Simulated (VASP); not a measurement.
# MgO (Periclase) (Fm-3m) in VASP: notebook, part 2 of 2

VASP 6.6.1. Earlier steps stand in the parts before.

### 3 Single point, PBEsol (volume scaled by 0.800)

File INCAR:

```
SYSTEM = MgO
  ALGO = Normal
  EDIFF = 1E-6
  ENCUT = 520
  GGA = PS
  ISIF = 2
  ISMEAR = 0
  LASPH = .True.
  LCHARG = .False.
  LREAL = .False.
  LWAVE = .False.
  NBANDS = 11
  NELM = 80
  PREC = Accurate
  SIGMA = 0.05
```

File KPOINTS:

```
k-points
0
Gamma
  10 10 10
  0 0 0
```

File POSCAR:

```
MgO
1.0
    0.0000000000      1.9560185353      1.9560185353
    1.9560185353      0.0000000000      1.9560185353
    1.9560185353      1.9560185353      0.0000000000
Mg O
1 1
Direct
    0.0000000000      0.0000000000      0.0000000000
    0.5000000000      0.5000000000      0.5000000000
```

Potentials or basis: VASP PAW PBE potentials, release 64 (Mg, O).

Launch:

```
$ cat potpaw_PBE.64/Mg/POTCAR potpaw_PBE.64/O/POTCAR > POTCAR
$ mpirun -np 1 vasp_std > vasp.out
```

Wall time 11 s (1 thread of AMD EPYC 7R43 (Zen 3), shared host); peak memory 0.11 GiB.

Results (log left out):

| Property | Result |
| --- | --- |
| Free energy | -11.9742 eV |
| Pressure | 56.1 GPa |
| Band gap on the k mesh | 7.10 eV, direct |

Levels at points of the mesh, in eV from the valence-band top:
```tsv
k point	band 1	band 2	band 3	band 4	band 5	band 6	band 7	band 8
(0.00, 0.00, 0.00)	-18.52	0.00	0.00	0.00	7.10	16.83	16.83	16.83
(0.50, 0.00, 0.00)	-16.54	-5.77	-0.97	-0.97	9.22	15.11	18.55	18.55
(0.50, 0.50, 0.00)	-16.21	-5.14	-1.70	-1.70	9.05	12.50	15.51	22.48
```

Caveat: the PAW data sets were made with another functional, which shifts forces and pressure a little.

### 4 Single point, PBEsol (volume scaled by 0.760)

File INCAR:

```
  PREC = Accurate
  ENCUT = 520
  EDIFF = 1E-6
  ISMEAR = 0
  SIGMA = 0.05
  LREAL = False
  LASPH = True
  NELM = 60
  ALGO = Normal
  ISIF = 2
  LWAVE = False
  LCHARG = False
  GGA = PS
  NBANDS = 11
```

File KPOINTS:

```
regular mesh
0
Gamma
  10 10 10
```

File POSCAR:

```
MgO
1.0
    0.0000000000      1.9228592729      1.9228592729
    1.9228592729      0.0000000000      1.9228592729
    1.9228592729      1.9228592729      0.0000000000
Mg O
1 1
Direct
    0.0000000000      0.0000000000      0.0000000000
    0.5000000000      0.5000000000      0.5000000000
```

Launch:

```
$ cat potpaw_PBE.64/Mg/POTCAR potpaw_PBE.64/O/POTCAR > POTCAR
$ mpirun -np 1 vasp_std > vasp.out
```

It took 9.1 s on 1 thread of AMD EPYC 7R43 (Zen 3), shared host; peak memory 0.09 GiB.

It converged, with:

| Property | Result |
| --- | --- |
| Free energy | -11.6639 eV |
| Pressure | 77.0 GPa |
| Band gap on the k mesh | 7.77 eV, direct |

Levels at points of the mesh, in eV from the valence-band top:
```
           k point  band 2  band 3  band 4  band 5  band 6  band 7
(0.00, 0.00, 0.00)    0.00    0.00    0.00    7.77   17.10   17.10
(0.50, 0.00, 0.00)   -6.06   -1.05   -1.05    9.59   15.75   19.14
(0.50, 0.50, 0.00)   -5.39   -1.79   -1.79    9.05   13.18   16.15
```

Caveat: the PAW data sets were made with another functional, which shifts forces and pressure a little.

### 5 Single point, PBEsol (volume scaled by 0.880)

File INCAR:

```
SYSTEM = MgO
PREC = Accurate ; ENCUT = 520
EDIFF = 1E-6 ; ISMEAR = 0
SIGMA = 0.05 ; LREAL = .FALSE.
LASPH = .TRUE. ; NELM = 100
ALGO = Normal ; ISIF = 2
LWAVE = .FALSE. ; LCHARG = .TRUE.
GGA = PS ; LELF = .TRUE.
LVHAR = .TRUE. ; NBANDS = 11
```

File KPOINTS:

```
regular mesh
0
G
  10 10 10
  0 0 0
```

File POSCAR:

```
MgO
1.0
    0.0000000000      2.0191590395      2.0191590395
    2.0191590395      0.0000000000      2.0191590395
    2.0191590395      2.0191590395      0.0000000000
Mg O
1 1
Direct
    0.0000000000      0.0000000000      0.0000000000
    0.5000000000      0.5000000000      0.5000000000
```

Launch:

```
$ cat potpaw_PBE.64/Mg/POTCAR potpaw_PBE.64/O/POTCAR > POTCAR
$ mpirun -np 1 vasp_std > vasp.out
```

Run time: 13 s. Hardware: 1 thread of AMD EPYC 7R43 (Zen 3), shared host; peak memory 0.11 GiB.

The run converged. Its results:

```yaml
Free_energy: -12.3498 eV
Pressure: 26.0 GPa
Band_gap_on_the_k_mesh: 5.96 eV, direct
```

Levels at points of the mesh, in eV from the valence-band top:
```
           k point  band 2  band 3  band 4  band 5  band 6  band 7
(0.00, 0.00, 0.00)    0.00    0.00    0.00    5.96   16.32   16.32
(0.50, 0.00, 0.00)   -5.28   -0.82   -0.82    8.57   13.96   17.50
(0.50, 0.50, 0.00)   -4.69   -1.55   -1.55    9.02   11.31   14.37
```

Caveat: the PAW data sets were made with another functional, which shifts forces and pressure a little.

### 6 Single point, PBEsol (volume scaled by 0.840)

File INCAR:

```
SYSTEM = MgO
ALGO     = Normal         ! electronic algorithm
EDIFF    = 1E-6           ! SCF threshold, eV
ENCUT    = 520            ! plane-wave cutoff, eV
GGA      = PS             ! functional
ISIF     = 2              ! what is computed and relaxed
ISMEAR   = 0              ! smearing method
LASPH    = .True.         ! aspherical terms in the spheres
LCHARG   = .False.        ! write CHGCAR
LREAL    = .False.        ! projectors in reciprocal space
LWAVE    = .False.        ! write WAVECAR
NBANDS   = 11             ! bands
NELM     = 80             ! most SCF steps
PREC     = Accurate       ! precision mode
SIGMA    = 0.05           ! smearing width, eV
```

File KPOINTS:

```
k-points
0
Gamma
  10 10 10
  0 0 0
```

File POSCAR:

```
MgO
1.0
    0.0000000000      1.9880901131      1.9880901131
    1.9880901131      0.0000000000      1.9880901131
    1.9880901131      1.9880901131      0.0000000000
Mg O
1 1
Direct
    0.0000000000      0.0000000000      0.0000000000
    0.5000000000      0.5000000000      0.5000000000
```

Potentials or basis: VASP PAW PBE potentials, release 64 (Mg, O).

Launch:

```
$ cat potpaw_PBE.64/Mg/POTCAR potpaw_PBE.64/O/POTCAR > POTCAR
$ mpirun -np 1 vasp_std > vasp.out
```

OUTCAR:

```text
SYSTEM = MgO
   EDIFF = 1E-6
   ENCUT = 520
   GGA = PS
   ISIF = 2
   ISMEAR = 0
   LASPH = .True.
   LREAL = .False.
   NELM = 80
   PREC = Accurate

 ion  position               nearest neighbor table
   1  0.000  0.000  0.000-   2 1.99   2 1.99   2 1.99   2 1.99   2 1.99   2 1.99
   2  0.500  0.500  0.500-   1 1.99   1 1.99   1 1.99   1 1.99   1 1.99   1 1.99

  LATTYP: Found a face centered cubic cell.
 ALAT       =     3.9761802262

  Lattice vectors:

 A1 = (   0.0000000000,   1.9880901131,   1.9880901131)
 A2 = (   1.9880901131,   0.0000000000,   1.9880901131)
[... 514 lines left out ...]
      7      19.9150      0.00000
      8      24.9015      0.00000
      9      25.1465      0.00000
     10      31.4369      0.00000
     11      35.0730      0.00000

 [... further k-points ...]
[... 5 lines left out ...]
  --------------------------------------------------------------------------------------
  -------------------------------------------------------------------------------------
  Total        3.8632876      3.8632876      3.8632876     -0.0000000     -0.0000000      0.0000000
  in kB      393.8487126    393.8487126    393.8487126     -0.0000000     -0.0000000      0.0000000
  external PRESSURE =     393.8487126 kB  Pullay stress =       0.0000000 kB

 VOLUME and BASIS-vectors are now :
 -----------------------------------------------------------------------------
  energy-cutoff  :      520.00
  volume of cell :       15.72
      direct lattice vectors                 reciprocal lattice vectors
     0.000000000  1.988090113  1.988090113    -0.251497654  0.251497654  0.251497654
     1.988090113  0.000000000  1.988090113     0.251497654 -0.251497654  0.251497654
     1.988090113  1.988090113  0.000000000     0.251497654  0.251497654 -0.251497654

 POSITION                                       TOTAL-FORCE (eV/Angst)
 -----------------------------------------------------------------------------------
      0.00000      0.00000      0.00000         0.000000     -0.000000      0.000000
      1.98809      1.98809      1.98809        -0.000000      0.000000     -0.000000
 -----------------------------------------------------------------------------------
    total drift:                               -0.000000     -0.000000      0.000000

  FREE ENERGIE OF THE ION-ELECTRON SYSTEM (eV)
  ---------------------------------------------------
  free  energy   TOTEN  =       -12.1970293210 eV

  energy  without entropy=      -12.1970293210  energy(sigma->0) =      -12.19702932
```

OSZICAR:

```text
N       E                     dE             d eps       ncg     rms          rms(c)
DAV:   1     0.116176059987E+02    0.11618E+02   -0.48560E+03  1226   0.667E+02
DAV:   2    -0.132427585798E+02   -0.24860E+02   -0.24429E+02  1198   0.138E+02
DAV:   3    -0.136788045651E+02   -0.43605E+00   -0.43582E+00  1241   0.151E+01
DAV:   4    -0.136797182747E+02   -0.91371E-03   -0.91369E-03  1151   0.783E-01
DAV:   5    -0.136797206779E+02   -0.24033E-05   -0.24032E-05  1205   0.395E-02    0.698E+00
DAV:   6    -0.122342624077E+02    0.14455E+01   -0.69039E+00  1070   0.153E+01    0.200E+00
DAV:   7    -0.122102358476E+02    0.24027E-01   -0.52917E-02  1154   0.193E+00    0.128E+00
DAV:   8    -0.121971962014E+02    0.13040E-01   -0.13396E-02  1094   0.140E+00    0.155E-01
DAV:   9    -0.121970482118E+02    0.14799E-03   -0.22210E-04  1217   0.102E-01    0.957E-02
DAV:  10    -0.121970283957E+02    0.19816E-04   -0.25374E-04  1163   0.114E-01    0.526E-03
DAV:  11    -0.121970293210E+02   -0.92525E-06   -0.11559E-06  1064   0.101E-02
   1 F= -.12197029E+02 E0= -.12197029E+02  d E =-.167971E-20
```

It took 12 s on 1 thread of AMD EPYC 7R43 (Zen 3), shared host; peak memory 0.1 GiB.

What came out:

| Quantity | Value |
| --- | --- |
| Free energy | -12.1970 eV |
| Pressure | 39.4 GPa |
| Band gap on the k mesh | 6.50 eV, direct |

Caveat: the PAW data sets were made with another functional, which shifts forces and pressure a little.

### 7 Overview

| cell | gap on the mesh (eV) | pressure (GPa) |
| --- | --- | --- |
| a = 2.620 Å, angles 60.0°, 2 atoms | 8.98 | 137.4 |
| a = 2.766 Å, angles 60.0°, 2 atoms | 7.10 | 56.1 |
| a = 2.719 Å, angles 60.0°, 2 atoms | 7.77 | 77.0 |
| a = 2.856 Å, angles 60.0°, 2 atoms | 5.96 | 26.0 |
| a = 2.812 Å, angles 60.0°, 2 atoms | 6.50 | 39.4 |

Alike in all rows: task single point; level PBEsol; potentials or basis VASP PAW PBE potentials, release 64 (Mg, O); no spin polarisation; k mesh 10 × 10 × 10; cutoff (eV) 520; smearing gaussian 0.05 eV.

Caveats: the PAW data sets were made with another functional, which shifts forces and pressure a little.

Absolute energies hang on the potentials; compare differences alone.
